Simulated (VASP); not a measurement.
# V (I4/mmm) in VASP: further runs

Runs on V. Level: PBE. Tasks: single point.

Program: VASP 6.6.1. These are calculated values, not measurements. Logs are shortened: lines on timing, memory, paths and dates and some standing lists are left out, and cuts for length are marked.

### 1 The cell of the first run

It takes space group I4/mmm (No. 139, tetragonal). Conventional cell: a = 3.117 Å, b = 3.117 Å, c = 3.026 Å, α = 90.00°, β = 90.00°, γ = 90.00°. V (site symmetry 4/mmm) has 14 V at 2.67 to 3.12 Å within 3.5 Å.

### 2 Single point, PBE (strain +0.030 along x and y, +0.000 along z)

File INCAR:

```
ALGO = Fast ; EDIFF = 1E-6
ENCUT = 520 ; GGA = PE
ISIF = 2 ; ISMEAR = 0
LASPH = T ; LCHARG = F
LREAL = F ; LWAVE = F
NBANDS = 12 ; NELM = 100
PREC = Accurate ; SIGMA = 0.15
```

File KPOINTS:

```
k-points
0
Gamma
  22 22 22
```

File POSCAR:

```
V
1.0
   -1.5583900000      1.5583900000      1.5130000000
    1.5583900000     -1.5583900000      1.5130000000
    1.5583900000      1.5583900000     -1.5130000000
V
1
Direct
    0.0000000000      0.0000000000      0.0000000000
```

Potentials or basis: VASP PAW PBE potentials, release 64 (V_sv).

Command:

```bash
$ cat potpaw_PBE.64/V_sv/POTCAR > POTCAR
$ mpirun -np 1 vasp_std > vasp.out
```

OUTCAR:

```text
EDIFF = 1E-6
   ENCUT = 520
   GGA = PE
   ISIF = 2
   ISMEAR = 0
   LASPH = T
   LREAL = F
   NELM = 100
   PREC = Accurate

 ion  position               nearest neighbor table
   1  0.000  0.000  0.000-

  LATTYP: Found a body centered tetragonal cell.
 ALAT       =     3.1167800000
 C/A-ratio  =     0.9708737864

  Lattice vectors:

 A1 = (  -1.5583900000,   1.5583900000,   1.5130000000)
 A2 = (   1.5583900000,  -1.5583900000,   1.5130000000)
 A3 = (   1.5583900000,   1.5583900000,  -1.5130000000)

Analysis of symmetry for initial positions (statically):
=====================================================================
 Subroutine PRICEL returns:
 Original cell was already a primitive cell.

 Routine SETGRP: Setting up the symmetry group for a
 body centered tetragonal supercell.

 Subroutine GETGRP returns: Found 16 space group operations
 (whereof 16 operations were pure point group operations)
 out of a pool of 16 trial point group operations.

The static configuration has the point symmetry D_4h.

Analysis of symmetry for dynamics (positions and initial velocities):
=====================================================================
 Subroutine PRICEL returns:
 Original cell was already a primitive cell.

 Routine SETGRP: Setting up the symmetry group for a
 body centered tetragonal supercell.

 Subroutine GETGRP returns: Found 16 space group operations
 (whereof 16 operations were pure point group operations)
 out of a pool of 16 trial point group operations.

The dynamic configuration has the point symmetry D_4h.

 Subroutine INISYM returns: Found 16 space group operations
 (whereof 16 operations are pure point group operations),
 and found     1 'primitive' translations

----------------------------------------------------------------------------------------

                                     Primitive cell

  volume of cell :      14.6978

  direct lattice vectors                    reciprocal lattice vectors
    -1.558390000  1.558390000  1.513000000     0.000000000  0.320843948  0.330469266
     1.558390000 -1.558390000  1.513000000     0.320843948  0.000000000  0.330469266
     1.558390000  1.558390000 -1.513000000     0.320843948  0.320843948  0.000000000

  length of vectors
     2.673261638  2.673261638  2.673261638     0.460598279  0.460598279  0.453741863

  position of ions in fractional coordinates (direct lattice)
     0.000000000  0.000000000  0.000000000

  ion indices of the primitive-cell ions
   primitive index   ion index
                 1           1

[... 78 lines left out ...]
   ISYM   =      2    0-nonsym 1-usesym 2-fastsym
   POTIM  = 0.5000    time-step for ionic-motion
   TEBEG  =    0.0;   TEEND  =   0.0 temperature during run
   PSTRESS=    0.0 pullay stress
   NELECT =      13.0000    total number of electrons
   NUPDOWN=      -1.0000    fix difference up-down
   EMIN   =  10.00;   EMAX   =-10.00  energy-range for DOS
   EFERMI =   0.00;   METHOD = LEGACY
   ISMEAR =     0;   SIGMA  =   0.15  broadening in eV -4-tet -1-fermi 0-gaus
   EFERMI_NEDOS =   21; number of points for ismear=-14 and -15
   IALGO  =     68    algorithm
   IMIX   =      4    mixing-type and parameters
     AMIX     =   0.40;   BMIX     =  1.00
     AMIX_MAG =   1.60;   BMIX_MAG =  1.00
  volume/ion in A,a.u.               =      14.70        99.19
  Fermi-wavevector in a.u.,A,eV,Ry     =   1.571468  2.969644 33.599746  2.469512
  Thomas-Fermi vector in A             =   2.673047
   LORBIT       =      0    0 simple, 1 ext, 2 COOP (PROOUT), +10 PAW based schemes
   GGA     = PE    functional components
   LHFCALC =     F    Hartree Fock is set to
   AEXX    =    0.0000 exact exchange contribution
   IVDW    =     0    specifies the selected vdW correction
   LEPSILON=     F    determine dielectric tensor
   LRPA    =     F    only Hartree local field effects (RPA)
 non-spin polarized calculation
 RMM-DIIS sequential band-by-band and
 Gauss-broadening in eV      SIGMA  =   0.15
  energy-cutoff  :      520.00
  volume of cell :       14.70
 maximum number of plane-waves:       410
   NGX =  9   NGY =  9   NGZ =  9

 number of electron      13.0000008 magnetization

 Free energy of the ion-electron system (eV)
  ---------------------------------------------------
  ext. energy  EPLUGINS =         0.00000000
  ---------------------------------------------------
  free energy    TOTEN  =        -8.94525833 eV

  energy without entropy =       -8.92240191  energy(sigma->0) =       -8.93383012

 E-fermi :   8.6672     XC(G=0): -12.4390

 val. band max:        8.6657747343   @ k =  -0.2273   0.1364   0.0455
 cond. band min:       8.6712870568   @ k =  -0.3636   0.4545   0.1364
 fundamental gap:      0.0055123226
 Fermi energy:         8.6671932452

 k-point     1 :       0.0000    0.0000    0.0000
  band No.  band energies     occupation
      1     -55.1711      2.00000
      2     -28.5949      2.00000
      3     -28.5940      2.00000
      4     -28.5940      2.00000
      5       2.2799      2.00000
      6       8.9096      0.02231
      7       9.1242      0.00002
      8       9.1242      0.00002
      9      10.7186      0.00000
     10      10.9637      0.00000
     11      28.2686      0.00000
     12      28.2701      0.00000
[... 331 lines left out ...]
 k-point    24 :      -0.4545    0.0455    0.0000
  band No.  band energies     occupation
      1     -55.0363      2.00000
      2     -29.2386      2.00000
      3     -28.8085      2.00000
      4     -28.6093      2.00000
      5       5.7789      2.00000
      6       7.6691      2.00000
      7       9.5409      0.00000
      8      10.8594      0.00000
      9      11.2372      0.00000
     10      12.2432      0.00000
     11      18.5820      0.00000
     12      23.9106      0.00000

 [... further k-points ...]
[... 5 lines left out ...]
  --------------------------------------------------------------------------------------
  -------------------------------------------------------------------------------------
  Total       -1.3006780     -1.3006780     -1.0435430      0.0000000     -0.0000000      0.0000000
  in kB     -141.7846338   -141.7846338   -113.7547927      0.0000000     -0.0000000      0.0000000
  external PRESSURE =    -132.4413534 kB  Pullay stress =       0.0000000 kB

 VOLUME and BASIS-vectors are now :
 -----------------------------------------------------------------------------
  energy-cutoff  :      520.00
  volume of cell :       14.70
      direct lattice vectors                 reciprocal lattice vectors
    -1.558390000  1.558390000  1.513000000     0.000000000  0.320843948  0.330469266
     1.558390000 -1.558390000  1.513000000     0.320843948  0.000000000  0.330469266
     1.558390000  1.558390000 -1.513000000     0.320843948  0.320843948  0.000000000

 POSITION                                       TOTAL-FORCE (eV/Angst)
 -----------------------------------------------------------------------------------
      0.00000      0.00000      0.00000        -0.000000      0.000000      0.000000
 -----------------------------------------------------------------------------------
    total drift:                                0.000000     -0.000000      0.000000

  FREE ENERGIE OF THE ION-ELECTRON SYSTEM (eV)
  ---------------------------------------------------
  free  energy   TOTEN  =        -8.9452583287 eV

  energy  without entropy=       -8.9224019085  energy(sigma->0) =       -8.93383012
```

stdout:

```text
POSCAR found type information on POSCAR V
 POSCAR found :  1 types and       1 ions
 scaLAPACK will be used
 LDA part: xc-table for (Slater+PW92), standard interpolation
 POSCAR, INCAR and KPOINTS ok, starting setup
 FFT: planning ... GRIDC
 FFT: planning ... GRID_SOFT
 FFT: planning ... GRID
 WAVECAR not read
 entering main loop
```

Wall time 61 s (1 thread of Intel Xeon Platinum 8488C (Sapphire Rapids), shared host); peak memory 0.24 GiB.

What came out:

| Quantity | Value |
| --- | --- |
| Free energy | -8.9453 eV |
| Pressure | -13.2 GPa |
| Band gap on the k mesh | zero (an odd number of electrons rules out a gap without spin polarisation) |

Caveat: the cell differs from its parent crystal (strain +0.030 along x and y, +0.000 along z); the cell stands under tension.

### 3 Single point, PBE (strain -0.030 along x and y, -0.015 along z)

File INCAR:

```
ALGO     = Fast           # electronic algorithm
EDIFF    = 1E-7           # SCF threshold, eV
ENCUT    = 520            # plane-wave cutoff, eV
GGA      = PE             # functional
ISIF     = 2              # what is computed and relaxed
ISMEAR   = 0              # smearing method
LASPH    = True           # aspherical terms in the spheres
LCHARG   = False          # write CHGCAR
LREAL    = False          # projectors in reciprocal space
LWAVE    = False          # write WAVECAR
NBANDS   = 12             # bands
NELM     = 60             # most SCF steps
PREC     = Accurate       # precision mode
SIGMA    = 0.15           # smearing width, eV
```

KPOINTS is that of step 2.

File POSCAR:

```
V
1.0
   -1.4676100000      1.4676100000      1.4903050000
    1.4676100000     -1.4676100000      1.4903050000
    1.4676100000      1.4676100000     -1.4903050000
V
1
Direct
    0.0000000000      0.0000000000      0.0000000000
```

Potentials or basis: VASP PAW PBE potentials, release 64 (V_sv).

Command:

```bash
$ cat potpaw_PBE.64/V_sv/POTCAR > POTCAR
$ mpirun -np 1 vasp_std > vasp.out
```

Wall time 71 s (1 thread of Intel Xeon Platinum 8488C (Sapphire Rapids), shared host); peak memory 0.23 GiB.

Results (log left out):

```
Free energy            : -8.9817 eV
Pressure               : 9.7 GPa
Band gap on the k mesh : zero (an odd number of electrons rules out a gap without spin polarisation)
```

Stress tensor (GPa, compression positive):
```
10.44  0.00  0.00
 0.00 10.44  0.00
 0.00  0.00  8.27
```

Levels at points of the mesh, in eV from the Fermi level:
| k point | band 4 | band 5 | band 6 | band 7 | band 8 | band 9 | band 10 | band 11 |
| --- | --- | --- | --- | --- | --- | --- | --- | --- |
| (0.00, 0.00, 0.00) | -36.89 | -6.70 | 0.37 | 0.37 | 0.50 | 2.47 | 2.62 | 20.64 |
| (0.50, 0.00, 0.00) | -36.90 | -3.34 | -1.18 | 1.77 | 2.50 | 2.93 | 4.36 | 10.73 |
| (0.50, 0.50, 0.00) | -36.91 | -3.36 | -1.34 | 1.90 | 2.66 | 2.98 | 4.38 | 10.87 |
| (0.50, 0.50, 0.50) | -37.59 | -3.25 | -3.20 | 3.93 | 3.96 | 3.96 | 10.32 | 10.83 |

Caveat: the cell differs from its parent crystal (strain -0.030 along x and y, -0.015 along z); the cell stands under pressure.

### 4 Single point, PBE (strain -0.030 along x and y, +0.000 along z)

File INCAR:

```
SYSTEM = V
PREC     = Accurate       ! precision mode
ENCUT    = 520            ! plane-wave cutoff, eV
EDIFF    = 1E-6           ! SCF threshold, eV
ISMEAR   = 0              ! smearing method
SIGMA    = 0.15           ! smearing width, eV
LREAL    = .FALSE.        ! projectors in reciprocal space
LASPH    = .TRUE.         ! aspherical terms in the spheres
NELM     = 80             ! most SCF steps
ALGO     = Normal         ! electronic algorithm
ISIF     = 2              ! what is computed and relaxed
LWAVE    = .FALSE.        ! write WAVECAR
LCHARG   = .TRUE.         ! write CHGCAR
GGA      = PE             ! functional
LELF     = .TRUE.         ! ELF
LVHAR    = .TRUE.       
NBANDS   = 12             ! bands
```

File KPOINTS:

```
regular mesh
0
G
  22 22 22
  0 0 0
```

File POSCAR:

```
V
1.0
   -1.4676100000      1.4676100000      1.5130000000
    1.4676100000     -1.4676100000      1.5130000000
    1.4676100000      1.4676100000     -1.5130000000
V
1
Direct
    0.0000000000      0.0000000000      0.0000000000
```

Command:

```bash
$ cat potpaw_PBE.64/V_sv/POTCAR > POTCAR
$ mpirun -np 1 vasp_std > vasp.out
```

Run time: 52 s. Hardware: 1 thread of Intel Xeon Platinum 8488C (Sapphire Rapids), shared host; peak memory 0.23 GiB.

It converged, with:

| Item | Value |
| --- | --- |
| Free energy | -8.9891 eV |
| Pressure | 6.6 GPa |
| Band gap on the k mesh | zero (an odd number of electrons rules out a gap without spin polarisation) |

Stress tensor (GPa, compression positive):
```
7.97 0.00 0.00
0.00 7.97 0.00
0.00 0.00 3.82
```

Levels at points of the mesh, in eV from the Fermi level:
```tsv
k point	band 5	band 6	band 7	band 8	band 9	band 10
(0.00, 0.00, 0.00)	-6.67	0.33	0.33	0.58	2.35	2.64
(0.50, 0.00, 0.00)	-3.29	-1.10	1.67	2.37	2.89	4.26
(0.50, 0.50, 0.00)	-3.32	-1.40	1.93	2.70	2.97	4.31
(0.50, 0.50, 0.50)	-3.20	-3.11	3.83	3.89	3.89	9.84
```

Caveat: the cell differs from its parent crystal (strain -0.030 along x and y, +0.000 along z); the cell stands under pressure.

### 5 Single point, PBE (strain -0.015 along x and y, -0.030 along z)

File INCAR:

```
PREC     = Accurate       # precision mode
ENCUT    = 520            # plane-wave cutoff, eV
EDIFF    = 1E-6           # SCF threshold, eV
ISMEAR   = 0              # smearing method
SIGMA    = 0.15           # smearing width, eV
LREAL    = False          # projectors in reciprocal space
LASPH    = True           # aspherical terms in the spheres
NELM     = 80             # most SCF steps
ALGO     = Normal         # electronic algorithm
ISIF     = 2              # what is computed and relaxed
LWAVE    = False          # write WAVECAR
LCHARG   = True           # write CHGCAR
GGA      = PE             # functional
LELF     = True           # ELF
LVHAR    = True         
NBANDS   = 12             # bands
```

File KPOINTS:

```
regular mesh
0
Gamma
  22 22 22
```

File POSCAR:

```
V
1.0
   -1.4903050000      1.4903050000      1.4676100000
    1.4903050000     -1.4903050000      1.4676100000
    1.4903050000      1.4903050000     -1.4676100000
V
1
Direct
    0.0000000000      0.0000000000      0.0000000000
```

Potentials or basis: VASP PAW PBE potentials, release 64 (V_sv).

Command:

```bash
$ cat potpaw_PBE.64/V_sv/POTCAR > POTCAR
$ mpirun -np 1 vasp_std > vasp.out
```

OUTCAR:

```text
PREC = Accurate
   ENCUT = 520
   EDIFF = 1E-6
   ISMEAR = 0
   LREAL = False
   LASPH = True
   NELM = 80
   ISIF = 2
   GGA = PE

 ion  position               nearest neighbor table
   1  0.000  0.000  0.000-

  LATTYP: Found a body centered tetragonal cell.
 ALAT       =     2.9806100000
 C/A-ratio  =     0.9847715736

  Lattice vectors:

 A1 = (  -1.4903050000,   1.4903050000,   1.4676100000)
 A2 = (   1.4903050000,  -1.4903050000,   1.4676100000)
 A3 = (   1.4903050000,   1.4903050000,  -1.4676100000)
[... 529 lines left out ...]
      3     -27.1108      2.00000
      4     -26.8269      2.00000
      5       6.8827      2.00000
      6       8.9523      2.00000
      7      11.2759      0.00000
      8      12.6557      0.00000
      9      13.0870      0.00000
     10      14.3137      0.00000
     11      21.4514      0.00000
     12      26.3828      0.00000

 [... further k-points ...]
[... 5 lines left out ...]
  --------------------------------------------------------------------------------------
  -------------------------------------------------------------------------------------
  Total        0.4713751      0.4713751      0.6368786      0.0000000     -0.0000000      0.0000000
  in kB       57.9236940     57.9236940     78.2611575      0.0000000     -0.0000000      0.0000000
  external PRESSURE =      64.7028485 kB  Pullay stress =       0.0000000 kB

 VOLUME and BASIS-vectors are now :
 -----------------------------------------------------------------------------
  energy-cutoff  :      520.00
  volume of cell :       13.04
      direct lattice vectors                 reciprocal lattice vectors
    -1.490305000  1.490305000  1.467610000     0.000000000  0.335501793  0.340689965
     1.490305000 -1.490305000  1.467610000     0.335501793  0.000000000  0.340689965
     1.490305000  1.490305000 -1.467610000     0.335501793  0.335501793  0.000000000

 POSITION                                       TOTAL-FORCE (eV/Angst)
 -----------------------------------------------------------------------------------
      0.00000      0.00000      0.00000         0.000000      0.000000     -0.000000
 -----------------------------------------------------------------------------------
    total drift:                                0.000000      0.000000      0.000000

  FREE ENERGIE OF THE ION-ELECTRON SYSTEM (eV)
  ---------------------------------------------------
  free  energy   TOTEN  =        -8.9917775091 eV

  energy  without entropy=       -8.9718594213  energy(sigma->0) =       -8.98181847
```

It took 53 s on 1 thread of Intel Xeon Platinum 8488C (Sapphire Rapids), shared host; peak memory 0.23 GiB.

Results:

| Property | Result |
| --- | --- |
| Free energy | -8.9918 eV |
| Pressure | 6.5 GPa |
| Band gap on the k mesh | zero (an odd number of electrons rules out a gap without spin polarisation) |

Stress tensor (GPa, compression positive):
```
5.79 0.00 0.00
0.00 5.79 0.00
0.00 0.00 7.83
```

Caveat: the cell differs from its parent crystal (strain -0.015 along x and y, -0.030 along z); the cell stands under pressure.

### 6 Summary

```csv
cell,gap on the mesh (eV),pressure (GPa)
"a = 2.673 Å, angles 108.7, 108.7, 111.1°, 1 atom",none,-13.2
"a = 2.555 Å, angles 109.9, 109.9, 108.6°, 1 atom",none,9.7
"a = 2.568 Å, angles 110.3, 110.3, 107.8°, 1 atom",none,6.6
"a = 2.568 Å, angles 109.1, 109.1, 110.3°, 1 atom",none,6.5
```

Alike in all rows: task single point; level PBE; potentials or basis VASP PAW PBE potentials, release 64 (V_sv); no spin polarisation; k mesh 22 × 22 × 22; cutoff (eV) 520; smearing gaussian 0.15 eV.

Caveats: the cell stands under pressure (at least some runs); the cell stands under tension (at least some runs).

Total energies depend on the potentials used, so only differences within one code and one set of settings carry meaning.
